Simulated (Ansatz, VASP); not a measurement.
One calculation of Be3TeO2, two programs

Contents of INCAR:

```
PREC = Accurate
ENCUT = 600
EDIFF = 1E-6
ISMEAR = 0
SIGMA = 0.1
LREAL = F
LASPH = T
NELM = 60
ALGO = Normal
ISIF = 3
LWAVE = F
LCHARG = F
GGA = PE
IBRION = 2
NSW = 100
EDIFFG = -0.01
```

KPOINTS

```
regular mesh
0
Gamma
  8 8 14
```

File POSCAR:

```
Be3TeO2
1.0
    2.4149836319     -6.5402924906      0.0000000000
    2.4149836319      6.5402924906      0.0000000000
    0.0000000000      0.0000000000      2.5575033241
Be Te O
3 1 2
Direct
    0.7539509350      0.2460490650      0.0000000000
    0.2460490650      0.7539509350      0.0000000000
    0.5000000000      0.5000000000      0.5000000000
    0.0000000000      0.0000000000      0.0000000000
    0.5000000000      0.0000000000      0.5000000000
    0.0000000000      0.5000000000      0.5000000000
```

Input for Ansatz:

```yaml
crystal:
  lattice:
    - [2.4149836319, -6.5402924906, 0.0]
    - [2.4149836319, 6.5402924906, 0.0]
    - [0.0, 0.0, 2.5575033241]
  atoms:
    - { symbol: Be, position: [0.753950935, 0.246049065, 0.0] }
    - { symbol: Be, position: [0.246049065, 0.753950935, 0.0] }
    - { symbol: Be, position: [0.5, 0.5, 0.5] }
    - { symbol: Te, position: [0.0, 0.0, 0.0] }
    - { symbol: O, position: [0.5, 0.0, 0.5] }
    - { symbol: O, position: [0.0, 0.5, 0.5] }
basis:
  ecutwfc: 420
kpoints:
  mp_grid: { grid: [8, 8, 14] }
hamiltonian:
  xc: pbe
scf:
  occupations: { method: gaussian, width: 0.1 }
output:
  forces: true
  stress: true
  eigenvalues: true
  write_density: true
  write_potential: true
  elf: true
  volumetric_format: npy
relax:
  adjacent_minimum: "off"
  f_tol: 0.01
  max_steps: 80
  cell: { stress_tol: 0.05 }
```

Change from the starting cell: species swapped into the LaAl2Ag3 type (Cmmm, No. 65).

Alike in both runs: task relaxation of cell and atoms; functional PBE; k mesh 8 × 8 × 14; occupations gaussian, width 0.1 eV; no spin polarisation.

|  | VASP | Ansatz |
| --- | --- | --- |
| version | VASP 6.6.1 | Ansatz 0.2.0 |
| potentials or method | VASP PAW PBE potentials, release 64 (Be, Te, O), cutoff 600 eV | scalar-relativistic, plane waves, PAW |
| valence electrons in the cell | 24 | 34 |

Ansatz gave:

```
gap on the k mesh at the Fermi level, each at its own relaxed structure (eV) : none
relaxed volume (Å³/atom)                                                     : 13.84
relaxed cell length with the largest relative difference (Å)                 : 7.170
```

**Question.** What did VASP give for the same quantities?

**Answer.** gap on the k mesh at the Fermi level, each at its own relaxed structure (eV): none; relaxed volume (Å³/atom): 13.74; relaxed cell length with the largest relative difference (Å): 7.117.

A gap of «none» marks a metal or a gap that the smearing closes. VASP's potentials hold 24 valence electrons a cell and Ansatz's 34, so a difference there can come from the potentials and not from the codes.

Spin-orbit coupling is off throughout.
